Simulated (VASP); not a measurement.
Input of a VASP 6.6.1 run:

The input INCAR:

```
SYSTEM = MgTl
ALGO = Fast ; EDIFF = 1E-6
ENCUT = 520 ; GGA = PS
ISIF = 2 ; ISMEAR = 0
LASPH = .True. ; LCHARG = .True.
LELF = .True. ; LREAL = .False.
LVHAR = .True. ; LWAVE = .False.
NBANDS = 14 ; NELM = 100
PREC = Accurate ; SIGMA = 0.15
```

KPOINTS

```
k-points
0
Gamma
  14 14 14
  0 0 0
```

Contents of POSCAR:

```
MgTl
1.0
    3.6454827307     -0.1918675121     -0.1918675121
   -0.1918675121      3.6454827307     -0.1918675121
   -0.1918675121     -0.1918675121      3.6454827307
Mg Tl
1 1
Direct
    0.0000000000      0.0000000000      0.0000000000
    0.5000000000      0.5000000000      0.5000000000
```

Potentials or basis: VASP PAW PBE potentials, release 64 (Mg, Tl_d).

Run with:

```console
$ cat potpaw_PBE.64/Mg/POTCAR potpaw_PBE.64/Tl_d/POTCAR > POTCAR
$ mpirun -np 1 vasp_std > vasp.out
```

**Question.** Predict the pressure.

**Answer.** 0.4 GPa.

Stress tensor (GPa, compression positive):
```
0.45 2.18 2.18
2.18 0.45 2.18
2.18 2.18 0.45
```

Caveat: the PAW data sets were made with another functional, which shifts forces and pressure a little.
